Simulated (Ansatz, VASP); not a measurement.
## One calculation of BaTe, two programs

```xyz
2
Lattice="0.0000 3.5334 3.5334 3.5334 0.0000 3.5334 3.5334 3.5334 0.0000" Properties=species:S:1:pos:R:3 pbc="T T T"
Ba    0.0000    0.0000    0.0000
Te    3.5334    3.5334    3.5334
```

Alike in both runs: task single point; functional HF; k mesh 4 × 4 × 4; no spin polarisation.

```csv
,VASP,Ansatz
version,VASP 6.6.1,Ansatz 0.2.0
potentials or method,"VASP PAW PBE potentials, release 64 (Ba_sv, Te)","plane waves, PAW"
plane-wave cutoff (eV),520,420
occupations,"gaussian, width 0.01 eV",fixed
valence electrons in the cell,16,26
```

Ansatz gave:

```
gap on the k mesh at the Fermi level (eV) : 7.53
pressure (GPa)                            : 3.6
```

Task: What did VASP give for the same quantities?

Result: gap on the k mesh at the Fermi level (eV): 7.91; pressure (GPa): 2.7.

VASP's potentials were made for PBE, not for HF. VASP's potentials hold 16 valence electrons a cell and Ansatz's 26, so a difference there can come from the potentials and not from the codes. Ansatz's warnings: stress exchange threshold loose, stress scf threshold loose.

Neither program's run includes spin-orbit coupling.
